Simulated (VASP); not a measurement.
SnSe, 2 atoms in the cell. It takes space group Fm-3m (No. 225, cubic). The conventional cell has a = 6.020 Å, b = 6.020 Å, c = 6.020 Å, α = 90.00°, β = 90.00°, γ = 90.00°. Sn (site symmetry m-3m) has 6 Se at 3.01 Å within 4.0 Å. Se (site symmetry m-3m) has 6 Sn at 3.01 Å within 4.0 Å. 

| Property | Result |
| --- | --- |
| Program | VASP 6.6.1 |
| Task | relaxation of cell and atoms |
| Functional | PBEsol-based global hybrid with 25 % exact exchange |
| Potentials or basis | VASP PAW PBE potentials, release 64 (Sn_d, Se) |
| Cutoff | 600 eV |
| k mesh | 4 × 4 × 4 |
| Occupations | fermi-dirac, width 0.05 eV |
| Spin | no spin polarisation |
| Dipole correction | no |
| Grid for exact exchange (PRECFOCK) | Normal |
| Share of exact exchange | 0.25 |
| Further INCAR settings | ALGO = Normal; EDIFF = 1e-07; IBRION = 2; EDIFFG = -0.01; NSW = 60; ISIF = 3 |

Potentials or basis: VASP PAW PBE potentials, release 64 (Sn_d, Se).

Launch:

```bash
$ cat potpaw_PBE.64/Sn_d/POTCAR potpaw_PBE.64/Se/POTCAR > POTCAR
$ cp INCAR.step1 INCAR
$ mpirun -np 1 vasp_std > vasp.out
$ cp INCAR.step2 INCAR
$ mpirun -np 1 vasp_std > vasp.out
```

Hardware: 1 thread of Intel(R) Xeon(R) Platinum 8259CL CPU @ 2.50GHz (Skylake/Cascade Lake), on a shared host.

Estimate the wall time of this run.

Run time: 62 min on 1 thread of Intel(R) Xeon(R) Platinum 8259CL CPU @ 2.50GHz (Skylake/Cascade Lake), with other jobs on the host, peak memory 0.24 GiB. Counts: k points 8, ion steps 3.
